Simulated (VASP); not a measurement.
# HoAuF4 (F-43m) in VASP: notebook

HoAuF4 is run at these levels: PBE; tasks: relaxation of cell and atoms.

Program: VASP 6.6.1. These are calculated values, not measurements. Logs are shortened: lines on timing, memory, paths and dates and some standing lists are left out, and cuts for length are marked.

### 1 The cell of the first run

It takes space group F-43m (No. 216, cubic). The conventional cell has a = 6.894 Å, b = 6.894 Å, c = 6.894 Å, α = 90.00°, β = 90.00°, γ = 90.00°. Ho (site symmetry -43m) has 12 F at 2.86 Å and 4 Au at 2.99 Å within 3.8 Å. Within 3.8 Å of Au (site symmetry -43m) lie 12 F at 2.86 Å and 4 Ho at 2.99 Å. Within 3.2 Å of F (site symmetry 3m) lie 6 F at 2.43 to 2.44 Å and 3 Au at 2.86 Å and 3 Ho at 2.86 Å.

The cell was generated, and may not be a known phase.

### 2 Relaxation of cell and atoms, PBE

The input, INCAR:

```
SYSTEM = HoAuF4
ALGO     = Normal         ! electronic algorithm
EDIFF    = 1E-7           ! SCF threshold, eV
EDIFFG   = -0.08          ! ionic threshold
ENCUT    = 600            ! plane-wave cutoff, eV
GGA      = PE             ! functional
GGA_COMPAT= .False.      
IBRION   = 2              ! ionic algorithm
ISIF     = 3              ! what is computed and relaxed
ISMEAR   = 0              ! smearing method
LASPH    = .True.         ! aspherical terms in the spheres
LCHARG   = .False.        ! write CHGCAR
LMAXMIX  = 6              ! l up to which the mixer works
LREAL    = .False.        ! projectors in reciprocal space
LWAVE    = .False.        ! write WAVECAR
NELM     = 200            ! most SCF steps
NELMIN   = 4            
NSW      = 36             ! ionic steps
PREC     = Accurate       ! precision mode
SIGMA    = 0.15           ! smearing width, eV
```

The input, KPOINTS:

```
k-points
0
Gamma
  3 3 3
  0 0 0
```

The input, POSCAR:

```
HoAuF4
1.0
    0.0000000000      3.4471510400      3.4471510400
    3.4471510400      0.0000000000      3.4471510400
    3.4471510400      3.4471510400      0.0000000000
Ho Au F
1 1 4
Direct
    0.7500000000      0.7500000000      0.7500000000
    0.0000000000      0.0000000000      0.0000000000
    0.3748045600      0.3748045600      0.8755863300
    0.8755863300      0.3748045600      0.3748045600
    0.3748045600      0.3748045600      0.3748045600
    0.3748045600      0.8755863300      0.3748045600
```

Potentials or basis: VASP PAW PBE potentials, release 64 (Ho_3, Au, F), 4f in core.

The run is started by

```console
cat potpaw_PBE.64/Ho_3/POTCAR potpaw_PBE.64/Au/POTCAR potpaw_PBE.64/F/POTCAR > POTCAR
mpirun -np 1 vasp_std > vasp.out
```

OUTCAR:

```text
SYSTEM = HoAuF4
   EDIFF = 1E-7
   EDIFFG = -0.08
   ENCUT = 600
   GGA = PE
   IBRION = 2
   ISIF = 3
   ISMEAR = 0
   LASPH = .True.
   LREAL = .False.
   NELM = 200
   NELMIN = 4
   NSW = 36
   PREC = Accurate

 ion  position               nearest neighbor table
   1  0.750  0.750  0.750-   2 2.99   2 2.99   2 2.99   2 2.99
   2  0.000  0.000  0.000-   1 2.99   1 2.99   1 2.99   1 2.99
   3  0.375  0.375  0.876-
   4  0.876  0.375  0.375-
   5  0.375  0.375  0.375-
   6  0.375  0.876  0.375-

  LATTYP: Found a face centered cubic cell.
 ALAT       =     6.8943020800

  Lattice vectors:

 A1 = (   0.0000000000,   3.4471510400,   3.4471510400)
 A2 = (   3.4471510400,   0.0000000000,   3.4471510400)
 A3 = (   3.4471510400,   3.4471510400,   0.0000000000)

Analysis of symmetry for initial positions (statically):
=====================================================================
 Subroutine PRICEL returns:
 Original cell was already a primitive cell.

 Routine SETGRP: Setting up the symmetry group for a
 face centered cubic supercell.

 Subroutine GETGRP returns: Found 24 space group operations
 (whereof 24 operations were pure point group operations)
 out of a pool of 48 trial point group operations.

The static configuration has the point symmetry T_d .

Analysis of symmetry for dynamics (positions and initial velocities):
=====================================================================
 Subroutine PRICEL returns:
 Original cell was already a primitive cell.

 Routine SETGRP: Setting up the symmetry group for a
 face centered cubic supercell.

 Subroutine GETGRP returns: Found 24 space group operations
 (whereof 24 operations were pure point group operations)
 out of a pool of 48 trial point group operations.

The dynamic configuration has the point symmetry T_d .

 Subroutine INISYM returns: Found 24 space group operations
 (whereof 24 operations are pure point group operations),
 and found     1 'primitive' translations

----------------------------------------------------------------------------------------

                                     Primitive cell

  volume of cell :      81.9240

  direct lattice vectors                    reciprocal lattice vectors
     0.000000000  3.447151040  3.447151040    -0.145047314  0.145047314  0.145047314
     3.447151040  0.000000000  3.447151040     0.145047314 -0.145047314  0.145047314
     3.447151040  3.447151040  0.000000000     0.145047314  0.145047314 -0.145047314

  length of vectors
     4.875007752  4.875007752  4.875007752     0.251229318  0.251229318  0.251229318

  position of ions in fractional coordinates (direct lattice)
     0.750000000  0.750000000  0.750000000
     0.000000000  0.000000000  0.000000000
     0.374804560  0.374804560  0.875586330
     0.875586330  0.374804560  0.374804560
     0.374804560  0.374804560  0.374804560
     0.374804560  0.875586330  0.374804560

  ion indices of the primitive-cell ions
   primitive index   ion index
                 1           1
                 2           2
                 3           3
                 4           4
                 5           5
                 6           6

----------------------------------------------------------------------------------------

 KPOINTS: k-points

Automatic generation of k-mesh.
 Grid dimensions read from file:
 generate k-points for:    3    3    3
[... 60 lines left out ...]
   IALGO  =     38    algorithm
   IMIX   =      4    mixing-type and parameters
     AMIX     =   0.40;   BMIX     =  1.00
     AMIX_MAG =   1.60;   BMIX_MAG =  1.00
  volume/ion in A,a.u.               =      13.65        92.14
  Fermi-wavevector in a.u.,A,eV,Ry     =   1.369888  2.588712 25.532584  1.876592
  Thomas-Fermi vector in A             =   2.495723
   LORBIT       =      0    0 simple, 1 ext, 2 COOP (PROOUT), +10 PAW based schemes
   GGA     = PE    functional components
   LHFCALC =     F    Hartree Fock is set to
   AEXX    =    0.0000 exact exchange contribution
   IVDW    =     0    specifies the selected vdW correction
   LEPSILON=     F    determine dielectric tensor
   LRPA    =     F    only Hartree local field effects (RPA)
 conjugate gradient relaxation of ions
 non-spin polarized calculation
 Gauss-broadening in eV      SIGMA  =   0.15
  energy-cutoff  :      600.00
  volume of cell :       81.92
 maximum number of plane-waves:      2746
   NGX = 19   NGY = 19   NGZ = 19

--------------------------------------- Ionic step        1  -------------------------------------------

 number of electron      48.0000008 magnetization

 Free energy of the ion-electron system (eV)
  ---------------------------------------------------
  ext. energy  EPLUGINS =         0.00000000
  ---------------------------------------------------
  free energy    TOTEN  =       -23.78425950 eV

  energy without entropy =      -23.72056104  energy(sigma->0) =      -23.75241027

 E-fermi :   2.2091     XC(G=0): -10.8455

 val. band max:        2.1496277346   @ k =   0.0000   0.0000   0.0000
 cond. band min:       2.2701556017   @ k =   0.3333   0.0000   0.0000
 fundamental gap:      0.1205278671
 Fermi energy:         2.2091273368

 k-point     1 :       0.0000    0.0000    0.0000
  band No.  band energies     occupation
      1     -22.2161      2.00000
      2     -22.2161      2.00000
      3     -22.2161      2.00000
      4     -19.3425      2.00000
      5     -18.1007      2.00000
      6     -18.1007      2.00000
[... 113 lines left out ...]
     27       6.2438      0.00000
     28       6.8216      0.00000

------------------------ aborting loop because EDIFF is reached ----------------------------------------

  FORCE on cell =-STRESS in cart. coord.  units (eV):
  Direction    XX          YY          ZZ          XY          YZ          ZX
  --------------------------------------------------------------------------------------
  -------------------------------------------------------------------------------------
  Total       -3.5032558     -3.5032558     -3.5032558     -0.0000000      0.0000000      0.0000000
  in kB      -68.5127649    -68.5127649    -68.5127649     -0.0000000      0.0000000      0.0000000
  external PRESSURE =     -68.5127649 kB  Pullay stress =       0.0000000 kB

 VOLUME and BASIS-vectors are now :
 -----------------------------------------------------------------------------
  energy-cutoff  :      600.00
  volume of cell :       81.92
      direct lattice vectors                 reciprocal lattice vectors
     0.000000000  3.447151040  3.447151040    -0.145047314  0.145047314  0.145047314
     3.447151040  0.000000000  3.447151040     0.145047314 -0.145047314  0.145047314
     3.447151040  3.447151040  0.000000000     0.145047314  0.145047314 -0.145047314

 POSITION                                       TOTAL-FORCE (eV/Angst)
 -----------------------------------------------------------------------------------
      5.17073      5.17073      5.17073        -0.000000     -0.000000     -0.000000
      0.00000      0.00000      0.00000        -0.000000     -0.000000     -0.000000
      4.31029      4.31029      2.58402        -0.121357     -0.121357      0.121357
      2.58402      4.31029      4.31029         0.121357     -0.121357     -0.121357
      2.58402      2.58402      2.58402         0.121357      0.121357      0.121357
      4.31029      2.58402      4.31029        -0.121357      0.121357     -0.121357
 -----------------------------------------------------------------------------------
    total drift:                               -0.000126     -0.000126     -0.000126

  FREE ENERGIE OF THE ION-ELECTRON SYSTEM (eV)
  ---------------------------------------------------
  free  energy   TOTEN  =       -23.7842595037 eV

  energy  without entropy=      -23.7205610383  energy(sigma->0) =      -23.75241027

--------------------------------------- Ionic step        2  -------------------------------------------

 number of electron      47.9999990 magnetization

 Free energy of the ion-electron system (eV)
  ---------------------------------------------------
  ext. energy  EPLUGINS =         0.00000000
  ---------------------------------------------------
  free energy    TOTEN  =       -23.94506874 eV

  energy without entropy =      -23.89534227  energy(sigma->0) =      -23.92020550

 E-fermi :   3.0586     XC(G=0): -11.3147

 val. band max:        2.9863934756   @ k =   0.0000   0.0000   0.0000
 cond. band min:       3.1550146532   @ k =   0.3333   0.0000   0.0000
 fundamental gap:      0.1686211776
 Fermi energy:         3.0585791495

 k-point     1 :       0.0000    0.0000    0.0000
  band No.  band energies     occupation
      1     -21.1404      2.00000
      2     -21.1404      2.00000
      3     -21.1404      2.00000
      4     -18.9918      2.00000
      5     -17.4751      2.00000
      6     -17.4751      2.00000
[... 113 lines left out ...]
     27       7.3481      0.00000
     28       7.9701      0.00000

------------------------ aborting loop because EDIFF is reached ----------------------------------------

  FORCE on cell =-STRESS in cart. coord.  units (eV):
  Direction    XX          YY          ZZ          XY          YZ          ZX
  --------------------------------------------------------------------------------------
  -------------------------------------------------------------------------------------
  Total        0.0199591      0.0199591      0.0199591     -0.0000000      0.0000000     -0.0000000
  in kB        0.4252720      0.4252720      0.4252720     -0.0000000      0.0000000     -0.0000000
  external PRESSURE =       0.4252720 kB  Pullay stress =       0.0000000 kB

 VOLUME and BASIS-vectors are now :
 -----------------------------------------------------------------------------
  energy-cutoff  :      600.00
  volume of cell :       75.19
      direct lattice vectors                 reciprocal lattice vectors
    -0.000000000  3.350052634  3.350052634    -0.149251386  0.149251386  0.149251386
     3.350052634  0.000000000  3.350052634     0.149251386 -0.149251386  0.149251386
     3.350052634  3.350052634  0.000000000     0.149251386  0.149251386 -0.149251386

 POSITION                                       TOTAL-FORCE (eV/Angst)
 -----------------------------------------------------------------------------------
      5.02508      5.02508      5.02508        -0.000000     -0.000000     -0.000000
      6.70011      6.70011      6.70011        -0.000000     -0.000000     -0.000000
      4.18319      4.18319      2.51692        -0.014167     -0.014167      0.014167
      2.51692      4.18319      4.18319         0.014167     -0.014167     -0.014167
      2.51692      2.51692      2.51692         0.014167      0.014167      0.014167
      4.18319      2.51692      4.18319        -0.014167      0.014167     -0.014167
 -----------------------------------------------------------------------------------
    total drift:                               -0.000121     -0.000121     -0.000121

  FREE ENERGIE OF THE ION-ELECTRON SYSTEM (eV)
  ---------------------------------------------------
  free  energy   TOTEN  =       -23.9450687425 eV

  energy  without entropy=      -23.8953422654  energy(sigma->0) =      -23.92020550

 reached required accuracy - stopping structural energy minimisation
```

Run time: 34 s. Hardware: 1 thread of Intel Xeon Platinum 8559C (Emerald Rapids), shared host; peak memory 0.25 GiB.

Results:

| Property | Result |
| --- | --- |
| Free energy | -23.9451 eV |
| Relaxed volume | 12.53 Å³/atom |
| Relaxed cell | a = 4.738 Å, b = 4.738 Å, c = 4.738 Å, α = 60.00°, β = 60.00°, γ = 60.00° |
| Space group after relaxing (to 0.1 Å) | F-43m (No. 216) |
| Energy gained by relaxing | 26.8 meV/atom |
| Ionic steps | 2 |
| Pressure after relaxing | 0.0 GPa |
| Largest force after relaxing | 0.025 eV/Å |
| Band gap on the k mesh | zero (filled and empty bands touch) |

Forces on the atoms (eV/Å):
```
Ho   0.000  0.000  0.000
Au   0.000  0.000  0.000
F   -0.014 -0.014  0.014
F    0.014 -0.014 -0.014
F    0.014  0.014  0.014
F   -0.014  0.014 -0.014
```

Step by step:
```tsv
step	energy change (eV)	largest force (eV/Å)	pressure (GPa)	volume (Å³)
1	0.0000	0.2102	-6.85	81.92
2	-0.1608	0.0245	0.04	75.19
```

Final structure:
```yaml
crystal:
  lattice:
    - [0.00000, 3.35005, 3.35005]
    - [3.35005, 0.00000, 3.35005]
    - [3.35005, 3.35005, 0.00000]
  atoms:
    - { symbol: Ho, position: [0.75000, 0.75000, 0.75000] }
    - { symbol: Au, position: [0.00000, 0.00000, 0.00000] }
    - { symbol: F, position: [0.37565, 0.37565, 0.87304] }
    - { symbol: F, position: [0.87304, 0.37565, 0.37565] }
    - { symbol: F, position: [0.37565, 0.37565, 0.37565] }
    - { symbol: F, position: [0.37565, 0.87304, 0.37565] }
```

Levels at points of the mesh, in eV from the Fermi level:
| k point | band 21 | band 22 | band 23 | band 24 | band 25 | band 26 | band 27 | band 28 |
| --- | --- | --- | --- | --- | --- | --- | --- | --- |
| (0.00, 0.00, 0.00) | -1.22 | -1.22 | -0.07 | -0.07 | -0.07 | 3.89 | 3.89 | 3.89 |

Caveat: the k points lie up to 0.54 Å⁻¹ apart in the final cell; spin-orbit coupling is left out, which moves the levels of the heavy elements; the 4f electrons are frozen in the core, so they carry no moment and show no levels; the run has no spin polarisation, though such a crystal can be magnetic.

### 3 Relaxation of cell and atoms, PBE

This run uses another cell than the first one, of 17.12 Å³/atom.

The input, INCAR:

```
SYSTEM = HoAuF4
ALGO = Normal ; EDIFF = 1E-7
EDIFFG = -0.08 ; ENCUT = 600
GGA = PE ; GGA_COMPAT = .FALSE.
IBRION = 2 ; ISIF = 3
ISMEAR = 0 ; LASPH = .TRUE.
LCHARG = .FALSE. ; LMAXMIX = 6
LREAL = .FALSE. ; LWAVE = .FALSE.
NELM = 200 ; NELMIN = 4
NSW = 36 ; PREC = Accurate
SIGMA = 0.15
```

The input, KPOINTS:

```
k-points
0
G
  3 3 3
  0 0 0
```

The input, POSCAR:

```
HoAuF4
1.0
    0.0000000000      3.7170339600      3.7170339600
    3.7170339600      0.0000000000      3.7170339600
    3.7170339600      3.7170339600      0.0000000000
Ho Au F
1 1 4
Direct
    0.7500000000      0.7500000000      0.7500000000
    0.5000000000      0.5000000000      0.5000000000
    0.1165664000      0.1165664000      0.1165664000
    0.1165664000      0.1165664000      0.6503008100
    0.1165664000      0.6503008100      0.1165664000
    0.6503008100      0.1165664000      0.1165664000
```

Potentials or basis: VASP PAW PBE potentials, release 64 (Ho_3, Au, F), 4f in core.

The run is started by

```console
cat potpaw_PBE.64/Ho_3/POTCAR potpaw_PBE.64/Au/POTCAR potpaw_PBE.64/F/POTCAR > POTCAR
mpirun -np 1 vasp_std > vasp.out
```

Wall time 1.9 min (1 thread of Intel Xeon Platinum 8559C (Emerald Rapids), shared host); peak memory 0.28 GiB.

Results (log left out):

```yaml
Free_energy: -23.9993 eV
Relaxed_volume: 12.59 Å³/atom
Relaxed_cell: a = 4.745 Å, b = 4.745 Å, c = 4.745 Å, α = 60.00°, β = 60.00°, γ = 60.00°
Space_group_after_relaxing_to_0.1_Å: F-43m (No. 216)
Energy_gained_by_relaxing: 303.1 meV/atom
Ionic_steps: 7
Pressure_after_relaxing: -0.3 GPa
Largest_force_after_relaxing: 0.012 eV/Å
Band_gap_on_the_k_mesh: zero (filled and empty bands touch)
```

Forces on the atoms (eV/Å):
```
Ho   0.000  0.000  0.000
Au   0.000  0.000  0.000
F    0.007  0.007  0.007
F   -0.007 -0.007  0.007
F   -0.007  0.007 -0.007
F    0.007 -0.007 -0.007
```

Step by step:
| step | energy change (eV) | largest force (eV/Å) | pressure (GPa) | volume (Å³) |
| --- | --- | --- | --- | --- |
| 1 | 0.0000 | 0.6648 | -13.86 | 102.71 |
| 2 | -1.5461 | 0.8903 | -6.45 | 82.23 |
| 3 | -1.7274 | 0.9355 | 0.21 | 75.61 |
| 4 | -1.7288 | 0.9387 | 1.40 | 74.74 |
| 5 | -1.8131 | 0.0959 | 1.41 | 74.27 |
| 6 | -1.8145 | 0.0201 | 1.36 | 74.32 |
| 7 | -1.8184 | 0.0124 | -0.31 | 75.54 |

Final structure:
```
Ho Au F
1.0
     0.00000    3.35513    3.35513
     3.35513    0.00000    3.35513
     3.35513    3.35513    0.00000
Ho Au F
1 1 4
Cartesian
  5.0327 5.0327 5.0327
  3.3551 3.3551 3.3551
  0.8332 0.8332 0.8332
  2.5219 2.5219 0.8332
  2.5219 0.8332 2.5219
  0.8332 2.5219 2.5219
```

Levels at points of the mesh, in eV from the Fermi level:
```tsv
k point	band 21	band 22	band 23	band 24	band 25	band 26	band 27	band 28
(0.00, 0.00, 0.00)	-1.22	-1.22	-0.07	-0.07	-0.07	3.88	3.88	3.88
```

Caveat: the k points lie up to 0.54 Å⁻¹ apart in the final cell; the volume moved by over 15 % at a fixed basis, so the end points are rough; spin-orbit coupling is left out, which moves the levels of the heavy elements; the 4f electrons are frozen in the core, so they carry no moment and show no levels; the run has no spin polarisation, though such a crystal can be magnetic.

The gap in the log of VASP goes by the Fermi energy; the results here count the filled bands.